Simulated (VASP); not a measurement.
Here is a VASP 6.6.1 calculation.

INCAR

```
SYSTEM = ZrB
PREC     = Accurate       ! precision mode
ENCUT    = 520            ! plane-wave cutoff, eV
EDIFF    = 1E-7           ! SCF threshold, eV
ISMEAR   = 0              ! smearing method
SIGMA    = 0.1            ! smearing width, eV
LREAL    = .FALSE.        ! projectors in reciprocal space
LASPH    = .TRUE.         ! aspherical terms in the spheres
NELM     = 60             ! most SCF steps
ALGO     = Normal         ! electronic algorithm
ISIF     = 2              ! what is computed and relaxed
LWAVE    = .FALSE.        ! write WAVECAR
LCHARG   = .FALSE.        ! write CHGCAR
GGA      = PS             ! functional
NBANDS   = 14             ! bands
```

File KPOINTS:

```
Automatic mesh
0
G
  14 14 14
  0 0 0
```

File POSCAR:

```
ZrB
1.0
    0.0000000000      2.3814742896      2.3814742896
    2.3814742896      0.0000000000      2.3814742896
    2.3814742896      2.3814742896      0.0000000000
Zr B
1 1
Direct
    0.0000000000      0.0000000000      0.0000000000
    0.5000000000      0.5000000000      0.5000000000
```

Potentials or basis: VASP PAW PBE potentials, release 64 (Zr_sv, B).

Launch:

```console
$ cat potpaw_PBE.64/Zr_sv/POTCAR potpaw_PBE.64/B/POTCAR > POTCAR
$ mpirun -np 1 vasp_std > vasp.out
```

Problem. What does it give for the pressure?

Solution. 12.1 GPa.

Caveat: the PAW data sets were made with another functional, which shifts forces and pressure a little.
